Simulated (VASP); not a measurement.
Runs of VASP 6.6.1 on BAs. The structure is that of space group F-43m (No. 216), or close to it. The cells are those of the table. 

```csv
level,potentials or basis,spin,cell,k mesh,cutoff (eV),grid for exact exchange (PRECFOCK),share of exact exchange,gap on the mesh (eV),pressure (GPa)
PBE,"VASP PAW PBE potentials, release 64 (As_d, B)","non-collinear, zero start, SOC","a = 3.400 Å, angles 60.0°, 2 atoms",10 × 10 × 10,560,-,-,-,-0.2
revPBE+D3(BJ),"VASP PAW PBE potentials, release 64 (As_d, B)",off,"a = 3.332 Å, angles 60.0°, 2 atoms",10 × 10 × 10,560,-,-,(b),2.6
B3LYP5,"VASP PAW PBE potentials, release 64 (As, B)",off,"a = 3.355 Å, angles 60.0°, 2 atoms",5 × 5 × 5,520,Normal,0.2,2.52,7.7
r2SCAN+rVV10,"VASP PAW PBE potentials, release 64 (As_d, B)",off,"a = 3.400 Å, angles 60.0°, 2 atoms",10 × 10 × 10,620,-,-,1.35,(c)
B3LYP5,"VASP PAW PBE potentials, release 64 (As, B)",off,"a = 3.422 Å, angles 60.0°, 2 atoms",5 × 5 × 5,520,Normal,0.2,2.56,-0.9
B3LYP,"VASP PAW PBE potentials, release 64 (As, B)",off,"a = 3.378 Å, angles 60.0°, 2 atoms",5 × 5 × 5,520,Normal,0.2,2.53,4.4
r2SCAN+rVV10,"VASP PAW PBE potentials, release 64 (As_d, B)",off,"a = 3.422 Å, angles 60.0°, 2 atoms",10 × 10 × 10,620,-,-,1.37,-5.3
BLYP+D4,"VASP PAW PBE potentials, release 64 (As_d, B)",off,"a = 3.309 Å, angles 60.0°, 2 atoms",10 × 10 × 10,560,-,-,1.36,8.3
B3LYP,"VASP PAW PBE potentials, release 64 (As, B)",off,"a = 3.444 Å, angles 60.0°, 2 atoms",5 × 5 × 5,520,Normal,0.2,(a),-3.5
r2SCAN+rVV10,"VASP PAW PBE potentials, release 64 (As_d, B)",off,"a = 3.444 Å, angles 60.0°, 2 atoms",10 × 10 × 10,620,-,-,1.39,-7.6
B3LYP5,"VASP PAW PBE potentials, release 64 (As, B)",off,"a = 3.378 Å, angles 60.0°, 2 atoms",6 × 6 × 6,520,Normal,0.2,2.59,4.5
PBE-based global hybrid with 35 % exact exchange,"VASP PAW PBE potentials, release 64 (As, B)",off,"a = 3.378 Å, angles 60.0°, 2 atoms",6 × 6 × 6,520,Normal,0.35,3.22,-2.3
```

Alike in all rows: task single point; smearing fermi-dirac 0.05 eV.

Q: Fill in the values left out.

A: (a) 2.57; (b) 1.16; (c) -2.9.

Caveats: some runs use coarse meshes; the PAW data sets were made with another functional, which shifts forces and pressure a little (at least some runs); an odd mesh through Γ misses points on the zone boundary, where band edges can lie (at least some runs); the cell stands under tension (at least some runs); the cell stands under pressure (at least some runs).

A k mesh can miss the band edges, and rows without SOC leave out spin-orbit coupling on As.

The runs don't all hold the same shells in valence.
